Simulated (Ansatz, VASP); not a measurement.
One calculation of Al, two programs

```
Al
1.0
     2.84397    0.00000    0.00000
    -1.42199    2.46295    0.00000
     0.00000    0.00000    8.61837
Al
4
Direct
  0.00000 0.00000 0.00000
  0.33333 0.66667 0.25000
  0.00000 0.00000 0.50000
  0.66667 0.33333 0.75000
```

Alike in both runs: task single point; functional PBE; dispersion D3(BJ); k mesh 18 × 18 × 6; occupations gaussian, width 0.15 eV; no spin polarisation.

|  | VASP | Ansatz |
| --- | --- | --- |
| version | VASP 6.6.1 | Ansatz 0.2.0 |
| potentials or method | VASP PAW PBE potentials, release 64 (Al), cutoff 520 eV | scalar-relativistic, plane waves, PAW |
| valence electrons in the cell | 12 | 12 |

|  | VASP | Ansatz | Ansatz less VASP |
| --- | --- | --- | --- |
| gap on the k mesh at the Fermi level (eV) | none | none | - |
| pressure (GPa) | 5.4 | 5.5 | +0.03 |
| traceless stress, the component that is largest in VASP (GPa) | 5.41 | 5.41 | +0.001 |

A gap of «none» marks a metal or a gap that the smearing closes.
